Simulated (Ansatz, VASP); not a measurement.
**Two plane-wave programs on W**

```
W
1.0
     2.78431    0.00000    0.00000
    -1.39215    2.41128    0.00000
     0.00000    0.00000    9.82538
W
4
Cartesian
  0.0000 0.0000 0.0000
  0.0000 0.0000 4.9127
  0.0000 1.6075 7.3690
  1.3922 0.8038 2.4563
```

Alike in both runs: functional PBE; k mesh 18 × 18 × 6; occupations gaussian, width 0.1 eV; no spin polarisation.

Ansatz relaxed the structure, and its values are those at the end. VASP's run is a single point on that final structure, the one shown.

|  | VASP | Ansatz |
| --- | --- | --- |
| version | VASP 6.6.1 | Ansatz 0.2.0 |
| potentials or method | VASP PAW PBE potentials, release 64 (W_sv), cutoff 520 eV | scalar-relativistic, plane waves, PAW |
| valence electrons in the cell | 56 | 56 |

|  | VASP | Ansatz | Ansatz less VASP |
| --- | --- | --- | --- |
| gap on the k mesh at the Fermi level (eV) | none | none | - |
| pressure (GPa) | 0.5 | 0.0 | -0.50 |

A gap of «none» marks a metal or a gap that the smearing closes.

Spin-orbit coupling is off throughout.
